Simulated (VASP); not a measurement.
Runs of VASP 6.6.1 on SnO2. The structure is that of space group R-3m (No. 166), or close to it. The cells are those of the table. 

```csv
potentials or basis,cell,cutoff (eV),gap on the mesh (eV),pressure (GPa),largest force (eV/Å)
"VASP PAW PBE potentials, release 64 (Sn_d, O_h)","a = 5.089 Å, angles 35.5°, 3 atoms",1340,(c),6.2,0.30
"VASP PAW PBE potentials, release 64 (Sn_d, O)","a = 4.808 Å, angles 40.4°, 3 atoms",520,1.10,-10.5,0.50
"VASP PAW PBE potentials, release 64 (Sn_d, O)","a = 5.111 Å, angles 36.6°, 3 atoms",520,1.82,-6.2,0.92
"VASP PAW PBE potentials, release 64 (Sn_d, O)","a = 5.002 Å, angles 37.4°, 3 atoms",520,1.80,-4.2,0.60
"VASP PAW PBE potentials, release 64 (Sn_d, O)","a = 4.905 Å, angles 38.9°, 3 atoms",520,1.44,-7.5,0.55
"VASP PAW PBE potentials, release 64 (Sn_d, O)","a = 5.013 Å, angles 38.0°, 3 atoms",520,(b),-9.4,0.85
"VASP PAW PBE potentials, release 64 (Sn_d, O)","a = 4.607 Å, angles 42.9°, 3 atoms",520,0.71,-11.5,0.19
"VASP PAW PBE potentials, release 64 (Sn_d, O)","a = 4.713 Å, angles 41.9°, 3 atoms",520,(a),-13.2,0.45
```

Alike in all rows: task single point; level PBEsol; no spin polarisation; k mesh 12 × 12 × 12; smearing gaussian 0.05 eV.

Task: Fill in the values left out.

Result: (a) 0.74; (b) 1.47; (c) 2.46.

Caveats: the PAW data sets were made with another functional, which shifts forces and pressure a little; spin-orbit coupling is left out, which moves the levels of the heavy elements; the cell stands under tension (at least some runs); semilocal functionals underestimate gaps, and a narrow one can read as zero (at least some runs); the stress differs along the axes, from -3 to 11 GPa (at least some runs); the stress differs along the axes, from -13 to -5 GPa (at least some runs); the stress differs along the axes, from -15 to -4 GPa (at least some runs).

A k mesh can miss the band edges, and the runs leave out spin-orbit coupling on Sn.
